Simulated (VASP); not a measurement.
# Al (Fm-3m) in VASP: a series of runs

Al is run at these levels: LDA; tasks: single point.

Everything below comes from runs of VASP 6.6.1. Logs are shortened: lines on timing, memory, paths and dates and some standing lists are left out, and cuts for length are marked.

**1. The cell of the first run**

Symmetry: Fm-3m, No. 225, cubic system. The conventional cell has a = 3.881 Å, b = 3.881 Å, c = 3.881 Å, α = 90.00°, β = 90.00°, γ = 90.00°. Al (site symmetry m-3m) has 12 Al at 2.74 Å within 3.6 Å.

**2. Single point, LDA**

Input file INCAR:

```
SYSTEM = Al
PREC = Accurate
ENCUT = 520
EDIFF = 1E-7
ISMEAR = -1
SIGMA = 0.1
LREAL = .FALSE.
LASPH = .TRUE.
NELM = 80
ALGO = Normal
ISIF = 2
LWAVE = .FALSE.
LCHARG = .FALSE.
NBANDS = 8
```

Input file KPOINTS:

```
Automatic mesh
0
G
  12 12 12
  0 0 0
```

Input file POSCAR:

```
Al
1.0
    0.0000000000      1.9403381767      1.9403381767
    1.9403381767      0.0000000000      1.9403381767
    1.9403381767      1.9403381767      0.0000000000
Al
1
Direct
    0.0000000000      0.0000000000      0.0000000000
```

Potentials or basis: VASP PAW LDA potentials, release 64 (Al).

Command:

```sh
$ cat potpaw_LDA.64/Al/POTCAR > POTCAR
$ mpirun -np 1 vasp_std > vasp.out
```

OUTCAR:

```text
SYSTEM = Al
   PREC = Accurate
   ENCUT = 520
   EDIFF = 1E-7
   ISMEAR = -1
   LREAL = .FALSE.
   LASPH = .TRUE.
   NELM = 80
   ISIF = 2

 ion  position               nearest neighbor table
   1  0.000  0.000  0.000-

  LATTYP: Found a face centered cubic cell.
 ALAT       =     3.8806763534

  Lattice vectors:

 A1 = (   0.0000000000,   1.9403381767,   1.9403381767)
 A2 = (   1.9403381767,   0.0000000000,   1.9403381767)
 A3 = (   1.9403381767,   1.9403381767,   0.0000000000)

Analysis of symmetry for initial positions (statically):
=====================================================================
 Subroutine PRICEL returns:
 Original cell was already a primitive cell.

 Routine SETGRP: Setting up the symmetry group for a
 face centered cubic supercell.

 Subroutine GETGRP returns: Found 48 space group operations
 (whereof 48 operations were pure point group operations)
 out of a pool of 48 trial point group operations.

The static configuration has the point symmetry O_h .

Analysis of symmetry for dynamics (positions and initial velocities):
=====================================================================
 Subroutine PRICEL returns:
 Original cell was already a primitive cell.

 Routine SETGRP: Setting up the symmetry group for a
 face centered cubic supercell.

 Subroutine GETGRP returns: Found 48 space group operations
 (whereof 48 operations were pure point group operations)
 out of a pool of 48 trial point group operations.

The dynamic configuration has the point symmetry O_h .

 Subroutine INISYM returns: Found 48 space group operations
 (whereof 48 operations are pure point group operations),
 and found     1 'primitive' translations

----------------------------------------------------------------------------------------

                                     Primitive cell

  volume of cell :      14.6104

  direct lattice vectors                    reciprocal lattice vectors
     0.000000000  1.940338177  1.940338177    -0.257687039  0.257687039  0.257687039
     1.940338177  0.000000000  1.940338177     0.257687039 -0.257687039  0.257687039
     1.940338177  1.940338177  0.000000000     0.257687039  0.257687039 -0.257687039

  length of vectors
     2.744052565  2.744052565  2.744052565     0.446327045  0.446327045  0.446327045

  position of ions in fractional coordinates (direct lattice)
     0.000000000  0.000000000  0.000000000

  ion indices of the primitive-cell ions
   primitive index   ion index
                 1           1

----------------------------------------------------------------------------------------

 KPOINTS: Automatic mesh

Automatic generation of k-mesh.
 Grid dimensions read from file:
 generate k-points for:   12   12   12

 Generating k-lattice:

  Cartesian coordinates                     Fractional coordinates (reciprocal lattice)
    -0.021473920  0.021473920  0.021473920     0.083333333  0.000000000  0.000000000
     0.021473920 -0.021473920  0.021473920     0.000000000  0.083333333  0.000000000
     0.021473920  0.021473920 -0.021473920     0.000000000  0.000000000  0.083333333

  Length of vectors
     0.037193920  0.037193920  0.037193920

  Shift w.r.t. Gamma in fractional coordinates (k-lattice)
     0.000000000  0.000000000  0.000000000

 Subroutine IBZKPT returns following result:
 ===========================================

 Found     72 irreducible k-points:

 Following reciprocal coordinates:
            Coordinates               Weight
  0.000000  0.000000  0.000000      1.000000
  0.083333  0.000000  0.000000      8.000000
  0.166667  0.000000  0.000000      8.000000
  0.250000  0.000000  0.000000      8.000000
  0.333333  0.000000  0.000000      8.000000
  0.416667  0.000000  0.000000      8.000000
[... 16 lines left out ...]
  0.500000  0.166667  0.000000     24.000000
 -0.416667  0.166667  0.000000     24.000000
 [... further k-points ...]
   k-points           NKPTS =     72   k-points in BZ     NKDIM =     72   number of bands    NBANDS=      8
   number of dos      NEDOS =    301   number of ions     NIONS =      1
   total plane-waves  NPLWV =   8000
   dimension x,y,z NGX =    20 NGY =   20 NGZ =   20
   dimension x,y,z NGXF=    40 NGYF=   40 NGZF=   40
   ions per type =               1
   NGX,Y,Z   is equivalent  to a cutoff of  12.12, 12.12, 12.12 a.u.
   NGXF,Y,Z  is equivalent  to a cutoff of  24.23, 24.23, 24.23 a.u.
 SYSTEM =  Al
   PREC   = accura    normal or accurate (medium, high low for compatibility)
   ISTART =      0    job   : 0-new  1-cont  2-samecut
   ICHARG =      2    charge: 1-file 2-atom 10-const
   ISPIN  =      1    spin polarized calculation?
   LNONCOLLINEAR =      F non collinear calculations
   LSORBIT =      F    spin-orbit coupling
   LASPH  =      T    aspherical Exc in radial PAW
   ENCUT  =  520.0 eV  38.22 Ry    6.18 a.u.   5.10  5.10  5.10*2*pi/ulx,y,z
   NELM   =     80;   NELMIN=  2; NELMDL= -5     # of ELM steps
   EDIFF  = 0.1E-06   stopping-criterion for ELM
   LREAL  =      F    real-space projection
   EDIFFG = 0.1E-05   stopping-criterion for IOM
   NSW    =      0    number of steps for IOM
   IBRION =     -1    ionic relax: 0-MD 1-quasi-New 2-CG
   NFREE  =      0    steps in history (QN), initial steepest desc. (CG)
   ISIF   =      2    stress and relaxation
   ISYM   =      2    0-nonsym 1-usesym 2-fastsym
   POTIM  = 0.5000    time-step for ionic-motion
   TEBEG  =    0.0;   TEEND  =   0.0 temperature during run
   PSTRESS=    0.0 pullay stress
   NELECT =       3.0000    total number of electrons
   NUPDOWN=      -1.0000    fix difference up-down
   EMIN   =  10.00;   EMAX   =-10.00  energy-range for DOS
   EFERMI =   0.00;   METHOD = LEGACY
   ISMEAR =    -1;   SIGMA  =   0.10  broadening in eV -4-tet -1-fermi 0-gaus
   EFERMI_NEDOS =   21; number of points for ismear=-14 and -15
   IALGO  =     38    algorithm
   IMIX   =      4    mixing-type and parameters
     AMIX     =   0.40;   BMIX     =  1.00
     AMIX_MAG =   1.60;   BMIX_MAG =  1.00
  volume/ion in A,a.u.               =      14.61        98.60
  Fermi-wavevector in a.u.,A,eV,Ry     =   0.965816  1.825128 12.691527  0.932801
  Thomas-Fermi vector in A             =   2.095565
   LORBIT       =      0    0 simple, 1 ext, 2 COOP (PROOUT), +10 PAW based schemes
   GGA     = CA    functional components
   LHFCALC =     F    Hartree Fock is set to
   AEXX    =    0.0000 exact exchange contribution
   IVDW    =     0    specifies the selected vdW correction
   LEPSILON=     F    determine dielectric tensor
   LRPA    =     F    only Hartree local field effects (RPA)
 non-spin polarized calculation
  energy-cutoff  :      520.00
  volume of cell :       14.61
 maximum number of plane-waves:       411
   NGX = 11   NGY = 11   NGZ = 11

 number of electron       3.0000000 magnetization

 Free energy of the ion-electron system (eV)
  ---------------------------------------------------
  ext. energy  EPLUGINS =         0.00000000
  ---------------------------------------------------
  free energy    TOTEN  =        -4.17567745 eV

  energy without entropy =       -4.16225127  energy(sigma->0) =       -4.16896436

 E-fermi :   8.9982     XC(G=0): -10.8009

 val. band max:        8.8483080458   @ k =   0.5000   0.2500   0.0833
 cond. band min:       9.0038513020   @ k =  -0.3333   0.4167   0.0833
 fundamental gap:      0.1555432561
 Fermi energy:         8.9981885936

 k-point     1 :       0.0000    0.0000    0.0000
  band No.  band energies     occupation
      1      -2.8503      2.00000
      2      22.3637      0.00000
      3      22.3637      0.00000
      4      22.3637      0.00000
      5      24.6663      0.00000
      6      24.6663      0.00000
      7      24.6663      0.00000
      8      26.6366      0.00000

 k-point     2 :       0.0833    0.0000    0.0000
  band No.  band energies     occupation
      1      -2.6463      2.00000
      2      19.7536      0.00000
      3      21.9098      0.00000
      4      21.9098      0.00000
      5      25.1554      0.00000
      6      25.4408      0.00000
      7      25.4408      0.00000
      8      28.6310      0.00000

 k-point     3 :       0.1667    0.0000    0.0000
  band No.  band energies     occupation
      1      -2.0363      2.00000
      2      16.1948      0.00000
      3      21.2533      0.00000
      4      21.2533      0.00000
      5      24.8972      0.00000
      6      26.4900      0.00000
      7      26.4900      0.00000
      8      27.4511      0.00000

 k-point     4 :       0.2500    0.0000    0.0000
  band No.  band energies     occupation
      1      -1.0264      2.00000
      2      12.7852      0.00000
      3      20.8161      0.00000
      4      20.8161      0.00000
      5      24.6187      0.00000
      6      24.9478      0.00000
      7      24.9478      0.00000
      8      29.3276      0.00000

 k-point     5 :       0.3333    0.0000    0.0000
  band No.  band energies     occupation
      1       0.3737      2.00000
      2       9.6453      0.00309
      3      20.6732      0.00000
      4      20.6732      0.00000
      5      23.4699      0.00000
      6      23.4699      0.00000
      7      24.5673      0.00000
      8      27.8563      0.00000
[... 177 lines left out ...]
 k-point    22 :       0.4167    0.1667    0.0000
  band No.  band energies     occupation
      1       1.6257      2.00000
      2       9.3101      0.08462
      3      16.8953      0.00000
      4      17.6707      0.00000
      5      19.5585      0.00000
      6      27.2384      0.00000
      7      27.2691      0.00000
      8      30.4587      0.00000

 k-point    23 :       0.5000    0.1667    0.0000
  band No.  band energies     occupation
      1       3.5054      2.00000
      2       6.6264      2.00000
      3      15.7854      0.00000
      4      17.9615      0.00000
      5      19.9063      0.00000
      6      26.2343      0.00000
      7      28.9427      0.00000
      8      30.8150      0.00000

 k-point    24 :      -0.4167    0.1667    0.0000
  band No.  band energies     occupation
      1       4.1982      2.00000
      2       5.8142      2.00000
      3      15.0248      0.00000
      4      18.5932      0.00000
      5      20.6138      0.00000
      6      25.4984      0.00000
      7      28.5817      0.00000
      8      31.5723      0.00000

 [... further k-points ...]
[... 5 lines left out ...]
  --------------------------------------------------------------------------------------
  -------------------------------------------------------------------------------------
  Total        0.7478410      0.7478410      0.7478410     -0.0000000      0.0000000      0.0000000
  in kB       82.0082517     82.0082517     82.0082517     -0.0000000      0.0000000      0.0000000
  external PRESSURE =      82.0082517 kB  Pullay stress =       0.0000000 kB

 VOLUME and BASIS-vectors are now :
 -----------------------------------------------------------------------------
  energy-cutoff  :      520.00
  volume of cell :       14.61
      direct lattice vectors                 reciprocal lattice vectors
     0.000000000  1.940338177  1.940338177    -0.257687039  0.257687039  0.257687039
     1.940338177  0.000000000  1.940338177     0.257687039 -0.257687039  0.257687039
     1.940338177  1.940338177  0.000000000     0.257687039  0.257687039 -0.257687039

 POSITION                                       TOTAL-FORCE (eV/Angst)
 -----------------------------------------------------------------------------------
      0.00000      0.00000      0.00000        -0.000000     -0.000000     -0.000000
 -----------------------------------------------------------------------------------
    total drift:                               -0.000000     -0.000000     -0.000000

  FREE ENERGIE OF THE ION-ELECTRON SYSTEM (eV)
  ---------------------------------------------------
  free  energy   TOTEN  =        -4.1756774532 eV

  energy  without entropy=       -4.1622512668  energy(sigma->0) =       -4.16896436
```

It took 14 s on 1 thread of AMD EPYC 7R13, shared host; peak memory 0.08 GiB.

Results:

* Free energy: -4.1757 eV
* Pressure: 8.2 GPa

Levels at points of the mesh, in eV from the Fermi level:
| k point | band 1 | band 2 | band 3 | band 4 | band 5 |
| --- | --- | --- | --- | --- | --- |
| (0.00, 0.00, 0.00) | -11.85 | 13.37 | 13.37 | 13.37 | 15.67 |
| (0.50, 0.00, 0.00) | -4.93 | -4.45 | 12.12 | 12.12 | 12.71 |
| (0.50, 0.50, 0.00) | -3.08 | -1.54 | 5.43 | 6.25 | 6.25 |

**3. Single point, LDA**

This run uses another cell than the first one, of 15.27 Å³/atom, 1.045 times its volume.

Input file INCAR:

```
PREC     = Accurate       # precision mode
ENCUT    = 520            # plane-wave cutoff, eV
EDIFF    = 1E-7           # SCF threshold, eV
ISMEAR   = -1             # smearing method
SIGMA    = 0.1            # smearing width, eV
LREAL    = F              # projectors in reciprocal space
LASPH    = T              # aspherical terms in the spheres
NELM     = 60             # most SCF steps
ALGO     = Normal         # electronic algorithm
ISIF     = 2              # what is computed and relaxed
LWAVE    = F              # write WAVECAR
LCHARG   = F              # write CHGCAR
GGA      = CA             # functional
NBANDS   = 8              # bands
```

Input file KPOINTS:

```
Automatic mesh
0
Gamma
  12 12 12
```

Input file POSCAR:

```
Al
1.0
    0.0000000000      1.9693027183      1.9693027183
    1.9693027183      0.0000000000      1.9693027183
    1.9693027183      1.9693027183      0.0000000000
Al
1
Direct
    0.0000000000      0.0000000000      0.0000000000
```

Potentials or basis: VASP PAW LDA potentials, release 64 (Al).

Command:

```sh
$ cat potpaw_LDA.64/Al/POTCAR > POTCAR
$ mpirun -np 1 vasp_std > vasp.out
```

It took 21 s on 1 thread of AMD EPYC 7R13, shared host; peak memory 0.09 GiB.

It converged, with:

```yaml
Free_energy: -4.1993 eV
Pressure: 3.4 GPa
```

Levels at points of the mesh, in eV from the Fermi level:
```tsv
k point	band 1	band 2	band 3	band 4	band 5
(0.00, 0.00, 0.00)	-11.53	13.11	13.11	13.11	15.04
(0.50, 0.00, 0.00)	-4.75	-4.39	11.90	11.90	12.19
(0.50, 0.50, 0.00)	-2.98	-1.52	5.42	6.01	6.01
```

**4. Single point, LDA**

This run uses another cell than the first one, of 15.94 Å³/atom, 1.091 times its volume.

Input file INCAR:

```
ALGO = Normal ; EDIFF = 1E-6
ENCUT = 520 ; ISIF = 2
ISMEAR = -1 ; LASPH = T
LCHARG = F ; LREAL = F
LWAVE = F ; NBANDS = 8
NELM = 60 ; PREC = Accurate
SIGMA = 0.1
```

Input file KPOINTS:

```
k-points
0
Gamma
  12 12 12
```

Input file POSCAR:

```
Al
1.0
    0.0000000000      1.9974394157      1.9974394157
    1.9974394157      0.0000000000      1.9974394157
    1.9974394157      1.9974394157      0.0000000000
Al
1
Direct
    0.0000000000      0.0000000000      0.0000000000
```

Potentials or basis: VASP PAW LDA potentials, release 64 (Al).

Command:

```sh
$ cat potpaw_LDA.64/Al/POTCAR > POTCAR
$ mpirun -np 1 vasp_std > vasp.out
```

OUTCAR:

```text
EDIFF = 1E-6
   ENCUT = 520
   ISIF = 2
   ISMEAR = -1
   LASPH = T
   LREAL = F
   NELM = 60
   PREC = Accurate

 ion  position               nearest neighbor table
   1  0.000  0.000  0.000-

  LATTYP: Found a face centered cubic cell.
 ALAT       =     3.9948788314

  Lattice vectors:

 A1 = (   0.0000000000,   1.9974394157,   1.9974394157)
 A2 = (   1.9974394157,   0.0000000000,   1.9974394157)
 A3 = (   1.9974394157,   1.9974394157,   0.0000000000)

Analysis of symmetry for initial positions (statically):
[... 441 lines left out ...]

 [... further k-points ...]

------------------------ aborting loop because EDIFF is reached ----------------------------------------

  FORCE on cell =-STRESS in cart. coord.  units (eV):
  Direction    XX          YY          ZZ          XY          YZ          ZX
  --------------------------------------------------------------------------------------
  -------------------------------------------------------------------------------------
  Total       -0.0467202     -0.0467202     -0.0467202      0.0000000     -0.0000000     -0.0000000
  in kB       -4.6963914     -4.6963914     -4.6963914      0.0000000     -0.0000000     -0.0000000
  external PRESSURE =      -4.6963914 kB  Pullay stress =       0.0000000 kB

 VOLUME and BASIS-vectors are now :
 -----------------------------------------------------------------------------
  energy-cutoff  :      520.00
  volume of cell :       15.94
      direct lattice vectors                 reciprocal lattice vectors
     0.000000000  1.997439416  1.997439416    -0.250320483  0.250320483  0.250320483
     1.997439416  0.000000000  1.997439416     0.250320483 -0.250320483  0.250320483
     1.997439416  1.997439416  0.000000000     0.250320483  0.250320483 -0.250320483

 POSITION                                       TOTAL-FORCE (eV/Angst)
 -----------------------------------------------------------------------------------
      0.00000      0.00000      0.00000         0.000000     -0.000000     -0.000000
 -----------------------------------------------------------------------------------
    total drift:                               -0.000000     -0.000000     -0.000000

  FREE ENERGIE OF THE ION-ELECTRON SYSTEM (eV)
  ---------------------------------------------------
  free  energy   TOTEN  =        -4.2051301355 eV

  energy  without entropy=       -4.1923809311  energy(sigma->0) =       -4.19875553
```

OSZICAR:

```text
N       E                     dE             d eps       ncg     rms          rms(c)
DAV:   1    -0.252025064783E+01   -0.25203E+01   -0.84644E+02  1160   0.204E+02
DAV:   2    -0.422603516662E+01   -0.17058E+01   -0.16519E+01  1608   0.199E+01
DAV:   3    -0.423445495382E+01   -0.84198E-02   -0.84129E-02  1408   0.156E+00
DAV:   4    -0.423447198544E+01   -0.17032E-04   -0.17032E-04  1856   0.702E-02
DAV:   5    -0.423447199303E+01   -0.75915E-08   -0.71848E-08  1448   0.816E-04    0.142E+00
DAV:   6    -0.421668618054E+01    0.17786E-01   -0.23764E-03  1504   0.193E-01    0.799E-01
DAV:   7    -0.420515418932E+01    0.11532E-01   -0.59730E-03  1528   0.302E-01    0.166E-01
DAV:   8    -0.420513034422E+01    0.23845E-04   -0.17765E-05  1696   0.269E-02    0.142E-02
DAV:   9    -0.420513013548E+01    0.20874E-06   -0.13123E-07  1528   0.178E-03
   1 F= -.42051301E+01 E0= -.41987555E+01  d E =-.127492E-01
```

stdout:

```text
POSCAR found type information on POSCAR Al
 POSCAR found :  1 types and       1 ions
 scaLAPACK will be used
 LDA part: xc-table for (Slater(with rela. corr.)+CA(PZ))
 , standard interpolation
 POSCAR, INCAR and KPOINTS ok, starting setup
 FFT: planning ... GRIDC
 FFT: planning ... GRID_SOFT
 FFT: planning ... GRID
 WAVECAR not read
 entering main loop
```

It took 22 s on 1 thread of AMD EPYC 7R13, shared host; peak memory 0.09 GiB.

What came out:

```yaml
Free_energy: -4.2051 eV
Pressure: -0.5 GPa
```

**5. Single point, LDA**

This run uses another cell than the first one, of 16.60 Å³/atom, 1.136 times its volume.

Input file INCAR:

```
SYSTEM = Al
PREC     = Accurate       ! precision mode
ENCUT    = 520            ! plane-wave cutoff, eV
EDIFF    = 1E-7           ! SCF threshold, eV
ISMEAR   = -1             ! smearing method
SIGMA    = 0.1            ! smearing width, eV
LREAL    = .FALSE.        ! projectors in reciprocal space
LASPH    = .TRUE.         ! aspherical terms in the spheres
NELM     = 100            ! most SCF steps
ALGO     = Normal         ! electronic algorithm
ISIF     = 2              ! what is computed and relaxed
LWAVE    = .FALSE.        ! write WAVECAR
LCHARG   = .TRUE.         ! write CHGCAR
LELF     = .TRUE.         ! ELF
LVHAR    = .TRUE.       
NBANDS   = 8              ! bands
```

Input file KPOINTS:

```
Automatic mesh
0
G
  12 12 12
  0 0 0
```

Input file POSCAR:

```
Al
1.0
    0.0000000000      2.0248050000      2.0248050000
    2.0248050000      0.0000000000      2.0248050000
    2.0248050000      2.0248050000      0.0000000000
Al
1
Direct
    0.0000000000      0.0000000000      0.0000000000
```

Command:

```sh
$ cat potpaw_LDA.64/Al/POTCAR > POTCAR
$ mpirun -np 1 vasp_std > vasp.out
```

It took 24 s on 1 thread of AMD EPYC 7R13, shared host; peak memory 0.09 GiB.

It converged, with:

```
Free energy : -4.1966 eV
Pressure    : -3.6 GPa
```

Levels at points of the mesh, in eV from the Fermi level:
```tsv
k point	band 1	band 2	band 3	band 4	band 5
(0.00, 0.00, 0.00)	-10.95	12.64	12.64	12.64	13.91
(0.50, 0.00, 0.00)	-4.42	-4.28	11.27	11.27	11.51
(0.50, 0.50, 0.00)	-2.78	-1.51	5.40	5.61	5.61
```

**6. Overview**

| cell | gap on the mesh (eV) | pressure (GPa) |
| --- | --- | --- |
| a = 2.744 Å, angles 60.0°, 1 atom | none | 8.2 |
| a = 2.785 Å, angles 60.0°, 1 atom | none | 3.4 |
| a = 2.825 Å, angles 60.0°, 1 atom | none | -0.5 |
| a = 2.864 Å, angles 60.0°, 1 atom | none | -3.6 |

Alike in all rows: task single point; level LDA; potentials or basis VASP PAW LDA potentials, release 64 (Al); no spin polarisation; k mesh 12 × 12 × 12; cutoff (eV) 520; smearing fermi-dirac 0.1 eV.

Total energies depend on the potentials used, so only differences within one code and one set of settings carry meaning.
